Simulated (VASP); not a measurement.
## Ba2CaCu2HgO6: single point with LDA

The system is Ba2CaCu2HgO6.

```xyz
12
Lattice="3.7823 0.0000 0.0000 0.0000 3.7823 0.0000 0.0000 0.0000 12.5073" Properties=species:S:1:pos:R:3 pbc="T T T"
Ba    1.8912    1.8912    2.8322
Ba    1.8912    1.8912    9.6752
Ca    1.8912    1.8912    6.2537
Cu    0.0000    0.0000    4.8063
Cu    0.0000    0.0000    7.7010
Hg    0.0000    0.0000    0.0000
O     0.0000    0.0000   10.5523
O     0.0000    0.0000    1.9550
O     1.8912    0.0000    7.7803
O     0.0000    1.8912    4.7270
O     0.0000    1.8912    7.7803
O     1.8912    0.0000    4.7270
```

| Property | Result |
| --- | --- |
| Program | VASP 6.6.1 |
| Task | single point |
| Functional | LDA |
| Potentials or basis | VASP PAW LDA potentials, release 64 (Ba_sv, Ca_sv, Cu, Hg, O) |
| Cutoff | 520 eV |
| k mesh | 6 × 6 × 2 |
| Occupations | fermi-dirac, width 0.1 eV |
| Spin | no spin polarisation |

```json
{
 "Pressure": "2.1 GPa",
 "Largest force": "0.413 eV/Å",
 "Band gap on the k mesh": "zero (bands 50 and 51 overlap by 3.47 eV)"
}
```

Forces on the atoms (eV/Å):
```
Ba   0.000  0.000 -0.214
Ba   0.000  0.000  0.214
Ca   0.000  0.000  0.000
Cu   0.000  0.000  0.020
Cu   0.000  0.000 -0.020
Hg   0.000  0.000  0.000
O    0.000  0.000 -0.413
O    0.000  0.000  0.413
O    0.000  0.000 -0.090
O    0.000  0.000  0.090
O    0.000  0.000 -0.090
O    0.000  0.000  0.090
```

Stress tensor (GPa, compression positive):
```
1.65 0.00 0.00
0.00 1.65 0.00
0.00 0.00 2.97
```

Levels at points of the mesh, in eV from the Fermi level:
| k point | band 48 | band 49 | band 50 | band 51 | band 52 | band 53 |
| --- | --- | --- | --- | --- | --- | --- |
| (0.00, 0.00, 0.00) | -1.70 | -1.70 | -1.63 | -1.63 | 1.01 | 2.68 |
| (0.50, 0.00, 0.00) | -1.04 | -0.87 | -0.84 | -0.48 | 0.03 | 2.31 |
| (0.50, 0.50, 0.00) | -0.90 | -0.88 | 1.48 | 1.84 | 1.84 | 2.17 |
| (0.00, 0.00, 0.50) | -1.81 | -1.81 | -1.55 | -1.55 | 1.15 | 2.45 |
| (0.50, 0.00, 0.50) | -1.04 | -0.86 | -0.84 | -0.55 | 0.04 | 2.38 |
| (0.50, 0.50, 0.50) | -0.92 | -0.88 | 1.84 | 1.84 | 2.05 | 2.17 |

Run time: 3.8 min on 1 thread of Intel(R) Xeon(R) Platinum 8488C (Sapphire Rapids), on a shared host, peak memory 0.36 GiB.

Caveat: spin-orbit coupling is left out, which moves the levels of the heavy elements; semilocal functionals often make such compounds metallic where correlation or magnetic order opens a gap, which also shifts bond lengths. With open d or f shells a metallic result of LDA can be an artefact of self-interaction; +U or a hybrid may open a gap.
